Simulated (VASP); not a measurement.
# Na5H: single point with PBE

The system is Na5H.

```xyz
6
Lattice="6.5280 0.0000 0.0000 -3.2640 5.6534 0.0000 0.0000 0.0000 6.2097" Properties=species:S:1:pos:R:3 pbc="T T T"
Na   -1.6320    2.8267    3.1048
Na    0.0000    3.7689    0.0000
Na    3.2640    1.8845    0.0000
Na    3.2640    0.0000    3.1048
Na    1.6320    2.8267    3.1048
H     0.0000    0.0000    0.0000
```

```json
{
 "Program": "VASP 6.6.1",
 "Task": "single point",
 "Functional": "PBE",
 "Potentials or basis": "VASP PAW PBE potentials, release 64 (Na_pv, H)",
 "Cutoff": "520 eV",
 "k mesh": "6 × 6 × 6",
 "Occupations": "gaussian, width 0.1 eV",
 "Spin": "no spin polarisation"
}
```

| Property | Result |
| --- | --- |
| Pressure | 0.0 GPa |
| Band gap on the k mesh | zero (band 18 reaches 0.45 eV, above the bottom of band 19 at -0.99 eV) |

Levels at points of the mesh, in eV from the Fermi level:
```csv
k point,band 15,band 16,band 17,band 18,band 19,band 20,band 21,band 22
"(0.00, 0.00, 0.00)",-25.01,-2.98,-0.51,0.90,0.98,1.79,1.79,1.89
"(0.50, 0.00, 0.00)",-25.01,-1.90,-1.83,-0.38,0.92,1.65,1.98,2.23
"(0.00, 0.00, 0.50)",-25.01,-2.11,-1.99,0.35,1.41,2.58,2.58,2.76
"(0.50, 0.00, 0.50)",-25.01,-1.41,-1.14,-0.64,-0.54,0.75,1.71,1.83
```

Run time: 4.2 min on 1 thread of AMD EPYC 7R43 64-Core Processor (Zen 3) (shared host), peak memory 0.35 GiB.
